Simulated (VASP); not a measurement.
# SrO in VASP: further runs, part 2 of 2

VASP 6.6.1. The steps go on from the part before.

## 4. Single point, r2SCAN (strain +0.050 along x and y, +0.050 along z)

The input, POSCAR:

```
SrO
1.0
    0.0000000000      2.6982900000      2.6982900000
    2.6982900000      0.0000000000      2.6982900000
    2.6982900000      2.6982900000      0.0000000000
Sr O
1 1
Direct
    0.0000000000      0.0000000000      0.0000000000
    0.5000000000      0.5000000000      0.5000000000
```

The input, INCAR.step1:

```
SYSTEM = SrO
ALGO     = Normal         ! electronic algorithm
EDIFF    = 1E-4           ! SCF threshold, eV
ENCUT    = 520            ! plane-wave cutoff, eV
GGA      = PE             ! functional
ISMEAR   = 0              ! smearing method
LASPH    = .True.         ! aspherical terms in the spheres
LCHARG   = .False.        ! write CHGCAR
LREAL    = .False.        ! projectors in reciprocal space
LWAVE    = .True.         ! write WAVECAR
NBANDS   = 15             ! bands
NELM     = 80             ! most SCF steps
PREC     = Accurate       ! precision mode
SIGMA    = 0.05           ! smearing width, eV
```

The input, INCAR.step2:

```
SYSTEM = SrO
ALGO     = Normal         ! electronic algorithm
EDIFF    = 1E-7           ! SCF threshold, eV
ENCUT    = 520            ! plane-wave cutoff, eV
ISIF     = 2              ! what is computed and relaxed
ISMEAR   = 0              ! smearing method
ISTART   = 1            
LASPH    = .True.         ! aspherical terms in the spheres
LCHARG   = .True.         ! write CHGCAR
LELF     = .True.         ! ELF
LMIXTAU  = .True.       
LREAL    = .False.        ! projectors in reciprocal space
LVHAR    = .True.       
LWAVE    = .False.        ! write WAVECAR
METAGGA  = R2SCAN         ! meta-GGA
NBANDS   = 15             ! bands
NELM     = 80             ! most SCF steps
PREC     = Accurate       ! precision mode
SIGMA    = 0.05           ! smearing width, eV
```

The input, KPOINTS:

```
k-points
0
Gamma
  8 8 8
  0 0 0
```

Potentials or basis: VASP PAW PBE potentials, release 64 (Sr_sv, O).

Run with:

```bash
$ cat potpaw_PBE.64/Sr_sv/POTCAR potpaw_PBE.64/O/POTCAR > POTCAR
$ cp INCAR.step1 INCAR
$ mpirun -np 1 vasp_std > vasp.out
$ cp INCAR.step2 INCAR
$ mpirun -np 1 vasp_std > vasp.out
```

OUTCAR:

```text
SYSTEM = SrO
   EDIFF = 1E-7
   ENCUT = 520
   ISIF = 2
   ISMEAR = 0
   ISTART = 1
   LASPH = .True.
   LREAL = .False.
   METAGGA = R2SCAN
   NELM = 80
   PREC = Accurate

 ion  position               nearest neighbor table
   1  0.000  0.000  0.000-   2 2.70   2 2.70   2 2.70   2 2.70   2 2.70   2 2.70
   2  0.500  0.500  0.500-   1 2.70   1 2.70   1 2.70   1 2.70   1 2.70   1 2.70

  LATTYP: Found a face centered cubic cell.
 ALAT       =     5.3965800000

  Lattice vectors:

 A1 = (   0.0000000000,   2.6982900000,   2.6982900000)
 A2 = (   2.6982900000,   0.0000000000,   2.6982900000)
 A3 = (   2.6982900000,   2.6982900000,   0.0000000000)

Analysis of symmetry for initial positions (statically):
=====================================================================
 Subroutine PRICEL returns:
 Original cell was already a primitive cell.

 Routine SETGRP: Setting up the symmetry group for a
 face centered cubic supercell.

 Subroutine GETGRP returns: Found 48 space group operations
 (whereof 48 operations were pure point group operations)
 out of a pool of 48 trial point group operations.

The static configuration has the point symmetry O_h .

[... 176 lines left out ...]
      8       0.7299      2.00000
      9       4.3903      0.00000
     10       7.1477      0.00000
     11       7.1477      0.00000
     12       7.1477      0.00000
     13       9.1578      0.00000
     14       9.1578      0.00000
[... 401 lines left out ...]
      2     -16.0546      2.00000
      3     -14.6878      2.00000
      4     -14.5925      2.00000
      5     -13.7270      2.00000
      6      -0.6491      2.00000
      7       0.0087      2.00000
      8       0.0258      2.00000
      9       7.0950      0.00000
     10       7.4146      0.00000
     11       9.5738      0.00000
     12       9.9476      0.00000
     13      11.7778      0.00000
     14      12.9229      0.00000
     15      13.3358      0.00000

 [... further k-points ...]

------------------------ aborting loop because EDIFF is reached ----------------------------------------

  FORCE on cell =-STRESS in cart. coord.  units (eV):
  Direction    XX          YY          ZZ          XY          YZ          ZX
  --------------------------------------------------------------------------------------
  -------------------------------------------------------------------------------------
  Total       -2.2191500     -2.2191500     -2.2191500      0.0000000      0.0000000     -0.0000000
  in kB      -90.4901621    -90.4901621    -90.4901621      0.0000000      0.0000000     -0.0000000
  external PRESSURE =     -90.4901621 kB  Pullay stress =       0.0000000 kB

 VOLUME and BASIS-vectors are now :
 -----------------------------------------------------------------------------
  energy-cutoff  :      520.00
  volume of cell :       39.29
      direct lattice vectors                 reciprocal lattice vectors
     0.000000000  2.698290000  2.698290000    -0.185302543  0.185302543  0.185302543
     2.698290000  0.000000000  2.698290000     0.185302543 -0.185302543  0.185302543
     2.698290000  2.698290000  0.000000000     0.185302543  0.185302543 -0.185302543

 POSITION                                       TOTAL-FORCE (eV/Angst)
 -----------------------------------------------------------------------------------
      0.00000      0.00000      0.00000        -0.000000      0.000000     -0.000000
      2.69829      2.69829      2.69829         0.000000     -0.000000      0.000000
 -----------------------------------------------------------------------------------
    total drift:                                0.000000      0.000000      0.000000

  FREE ENERGIE OF THE ION-ELECTRON SYSTEM (eV)
  ---------------------------------------------------
  free  energy   TOTEN  =       -26.9086071637 eV

  energy  without entropy=      -26.9086071637  energy(sigma->0) =      -26.90860716
```

OSZICAR.step1:

```text
N       E                     dE             d eps       ncg     rms          rms(c)
DAV:   1     0.675054614215E+02    0.67505E+02   -0.81753E+03   870   0.103E+03
DAV:   2    -0.106802857575E+02   -0.78186E+02   -0.72086E+02  1215   0.218E+02
DAV:   3    -0.141197873001E+02   -0.34395E+01   -0.34261E+01  1160   0.406E+01
DAV:   4    -0.141805252108E+02   -0.60738E-01   -0.60728E-01  1127   0.494E+00
DAV:   5    -0.141815170809E+02   -0.99187E-03   -0.99186E-03  1091   0.459E-01    0.130E+01
DAV:   6    -0.121685543071E+02    0.20130E+01   -0.74506E+00   891   0.187E+01    0.150E+01
DAV:   7    -0.119699927379E+02    0.19856E+00   -0.44427E-01   975   0.545E+00    0.863E+00
DAV:   8    -0.119581319839E+02    0.11861E-01   -0.13337E-01  1087   0.385E+00    0.578E-01
DAV:   9    -0.119570350294E+02    0.10970E-02   -0.89248E-03  1007   0.702E-01    0.241E-01
DAV:  10    -0.119575329548E+02   -0.49793E-03   -0.56277E-04   940   0.236E-01    0.983E-02
DAV:  11    -0.119577484396E+02   -0.21548E-03   -0.25828E-04   926   0.111E-01    0.334E-02
DAV:  12    -0.119577715925E+02   -0.23153E-04   -0.24557E-05   687   0.340E-02
   1 F= -.11957772E+02 E0= -.11957772E+02  d E =-.136584E-13
```

It took 3.4 min on 1 thread of AMD EPYC 7R13, shared host; peak memory 0.14 GiB.

What came out:

```
Free energy            : -26.9086 eV
Pressure               : -9.0 GPa
Band gap on the k mesh : 3.66 eV, direct
```

Caveat: the cell differs from its parent crystal (strain +0.050 along x and y, +0.050 along z); the PAW data sets were made with another functional, which shifts forces and pressure a little.

## 5. Single point, r2SCAN (strain -0.050 along x and y, -0.025 along z)

The input, POSCAR:

```
SrO
1.0
    0.0000000000      2.4413100000      2.5055550000
    2.4413100000      0.0000000000      2.5055550000
    2.4413100000      2.4413100000      0.0000000000
Sr O
1 1
Direct
    0.0000000000      0.0000000000      0.0000000000
    0.5000000000      0.5000000000      0.5000000000
```

The input, INCAR.step1:

```
SYSTEM = SrO
PREC = Accurate ; ENCUT = 520
ISMEAR = 0 ; SIGMA = 0.05
LREAL = .FALSE. ; LASPH = .TRUE.
NELM = 100 ; NBANDS = 15
GGA = PE ; ALGO = Normal
EDIFF = 1E-4 ; LWAVE = .TRUE.
LCHARG = .FALSE.
```

The input, INCAR.step2:

```
SYSTEM = SrO
PREC = Accurate ; ENCUT = 520
EDIFF = 1E-7 ; ISMEAR = 0
SIGMA = 0.05 ; LREAL = .FALSE.
LASPH = .TRUE. ; NELM = 100
ALGO = Normal ; ISIF = 2
LWAVE = .FALSE. ; LCHARG = .FALSE.
METAGGA = R2SCAN ; LMIXTAU = .TRUE.
NBANDS = 15 ; ISTART = 1
```

The input, KPOINTS:

```
Automatic mesh
0
G
  8 8 8
  0 0 0
```

Run with:

```bash
$ cat potpaw_PBE.64/Sr_sv/POTCAR potpaw_PBE.64/O/POTCAR > POTCAR
$ cp INCAR.step1 INCAR
$ mpirun -np 1 vasp_std > vasp.out
$ cp INCAR.step2 INCAR
$ mpirun -np 1 vasp_std > vasp.out
```

Wall time 5.6 min (1 thread of AMD EPYC 7R13, shared host); peak memory 0.15 GiB.

Results (log left out):

```
Free energy            : -26.7996 eV
Pressure               : 19.1 GPa
Band gap on the k mesh : 3.49 eV, direct
```

Stress tensor (GPa, compression positive):
```
21.49  0.00  0.00
 0.00 21.49  0.00
 0.00  0.00 14.35
```

Levels at points of the mesh, in eV from the valence-band top:
| k point | band 5 | band 6 | band 7 | band 8 | band 9 | band 10 | band 11 | band 12 |
| --- | --- | --- | --- | --- | --- | --- | --- | --- |
| (0.00, 0.00, 0.00) | -14.00 | -0.19 | -0.05 | -0.05 | 5.58 | 6.80 | 7.02 | 7.02 |
| (0.50, 0.00, 0.00) | -12.85 | -2.48 | -1.52 | -1.52 | 7.59 | 10.10 | 10.15 | 10.17 |
| (0.50, 0.50, 0.00) | -14.50 | -0.37 | -0.03 | -0.03 | 3.60 | 9.49 | 11.72 | 12.24 |
| (0.50, 0.00, 0.50) | -14.53 | -0.18 | -0.17 | 0.00 | 3.49 | 9.47 | 11.71 | 12.30 |

Caveat: the cell differs from its parent crystal (strain -0.050 along x and y, -0.025 along z); the PAW data sets were made with another functional, which shifts forces and pressure a little. A k mesh can miss the band edges.

## 6. Single point, r2SCAN (strain -0.050 along x and y, +0.000 along z)

The input, POSCAR:

```
SrO
1.0
    0.0000000000      2.4413100000      2.5698000000
    2.4413100000      0.0000000000      2.5698000000
    2.4413100000      2.4413100000      0.0000000000
Sr O
1 1
Direct
    0.0000000000      0.0000000000      0.0000000000
    0.5000000000      0.5000000000      0.5000000000
```

The input, INCAR.step1:

```
PREC = Accurate ; ENCUT = 520
ISMEAR = 0 ; SIGMA = 0.05
LREAL = False ; LASPH = True
NELM = 80 ; NBANDS = 15
GGA = PE ; ALGO = Normal
EDIFF = 1E-4 ; LWAVE = True
LCHARG = False
```

The input, INCAR.step2:

```
PREC = Accurate ; ENCUT = 520
EDIFF = 1E-6 ; ISMEAR = 0
SIGMA = 0.05 ; LREAL = False
LASPH = True ; NELM = 80
ALGO = Normal ; ISIF = 2
LWAVE = False ; LCHARG = False
METAGGA = R2SCAN ; LMIXTAU = True
NBANDS = 15 ; ISTART = 1
```

The input, KPOINTS:

```
Automatic mesh
0
Gamma
  8 8 8
```

Potentials or basis: VASP PAW PBE potentials, release 64 (Sr_sv, O).

Run with:

```bash
$ cat potpaw_PBE.64/Sr_sv/POTCAR potpaw_PBE.64/O/POTCAR > POTCAR
$ cp INCAR.step1 INCAR
$ mpirun -np 1 vasp_std > vasp.out
$ cp INCAR.step2 INCAR
$ mpirun -np 1 vasp_std > vasp.out
```

OUTCAR:

```text
PREC = Accurate
   ENCUT = 520
   EDIFF = 1E-6
   ISMEAR = 0
   LREAL = False
   LASPH = True
   NELM = 80
   ISIF = 2
   METAGGA = R2SCAN
   ISTART = 1

 ion  position               nearest neighbor table
   1  0.000  0.000  0.000-   2 2.44   2 2.44   2 2.44   2 2.44   2 2.57   2 2.57
   2  0.500  0.500  0.500-   1 2.44   1 2.44   1 2.44   1 2.44   1 2.57   1 2.57

  LATTYP: Found a body centered tetragonal cell.
 ALAT       =     3.4525337120
 C/A-ratio  =     1.4886458551

  Lattice vectors:

 A1 = (  -2.4413100000,   0.0000000000,   2.5698000000)
[... 610 lines left out ...]
     10      10.2198      0.00000
     11      11.6061      0.00000
     12      11.8174      0.00000
     13      13.7933      0.00000
     14      14.9389      0.00000
     15      19.8687      0.00000

 [... further k-points ...]
[... 5 lines left out ...]
  --------------------------------------------------------------------------------------
  -------------------------------------------------------------------------------------
  Total        3.7421527      3.7421527      1.4134059      0.0000000     -0.0000000     -0.0000000
  in kB      195.7297798    195.7297798     73.9268696      0.0000000     -0.0000000     -0.0000000
  external PRESSURE =     155.1288098 kB  Pullay stress =       0.0000000 kB

 VOLUME and BASIS-vectors are now :
 -----------------------------------------------------------------------------
  energy-cutoff  :      520.00
  volume of cell :       30.63
      direct lattice vectors                 reciprocal lattice vectors
     0.000000000  2.441310000  2.569800000    -0.204808074  0.204808074  0.194567671
     2.441310000  0.000000000  2.569800000     0.204808074 -0.204808074  0.194567671
     2.441310000  2.441310000  0.000000000     0.204808074  0.204808074 -0.194567671

 POSITION                                       TOTAL-FORCE (eV/Angst)
 -----------------------------------------------------------------------------------
      0.00000      0.00000      0.00000         0.000000      0.000000      0.000000
      2.44131      2.44131      2.56980        -0.000000     -0.000000      0.000000
 -----------------------------------------------------------------------------------
    total drift:                                0.000000      0.000000      0.000000

  FREE ENERGIE OF THE ION-ELECTRON SYSTEM (eV)
  ---------------------------------------------------
  free  energy   TOTEN  =       -26.8515236064 eV

  energy  without entropy=      -26.8515236064  energy(sigma->0) =      -26.85152361
```

OUTCAR.step1:

```text
PREC = Accurate
   ENCUT = 520
   ISMEAR = 0
   LREAL = False
   LASPH = True
[... 655 lines left out ...]
      0.00000      0.00000      0.00000         0.000000     -0.000000     -0.000000
      2.44131      2.44131      2.56980        -0.000000      0.000000      0.000000
 -----------------------------------------------------------------------------------
    total drift:                                0.000000      0.000000      0.000000

  FREE ENERGIE OF THE ION-ELECTRON SYSTEM (eV)
  ---------------------------------------------------
  free  energy   TOTEN  =       -11.8054907304 eV

  energy  without entropy=      -11.8054907304  energy(sigma->0) =      -11.80549073
```

It took 5.3 min on 1 thread of AMD EPYC 7R13, shared host; peak memory 0.16 GiB.

Results:

| Quantity | Value |
| --- | --- |
| Free energy | -26.8515 eV |
| Pressure | 15.5 GPa |
| Band gap on the k mesh | 3.47 eV, direct |

Stress tensor (GPa, compression positive):
```
19.57  0.00  0.00
 0.00 19.57  0.00
 0.00  0.00  7.39
```

Caveat: the cell differs from its parent crystal (strain -0.050 along x and y, +0.000 along z); the PAW data sets were made with another functional, which shifts forces and pressure a little. A k mesh can miss the band edges.

## 7. The runs side by side

```tsv
cell	gap on the mesh (eV)	pressure (GPa)
a = 3.543 Å, angles 60.0°, 2 atoms	3.69	10.8
a = 3.725 Å, angles 60.0°, 2 atoms	3.77	-4.7
a = 3.816 Å, angles 60.0°, 2 atoms	3.66	-9.0
a = 3.498, b = 3.498, c = 3.453 Å, angles 60.4, 60.4, 59.1°, 2 atoms	3.49	19.1
a = 3.545, b = 3.545, c = 3.453 Å, angles 60.9, 60.9, 58.3°, 2 atoms	3.47	15.5
```

Alike in all rows: task single point; level r2SCAN; potentials or basis VASP PAW PBE potentials, release 64 (Sr_sv, O); no spin polarisation; k mesh 8 × 8 × 8; cutoff (eV) 520; smearing gaussian 0.05 eV.

Caveats: the PAW data sets were made with another functional, which shifts forces and pressure a little.

Absolute energies hang on the potentials; compare differences alone.
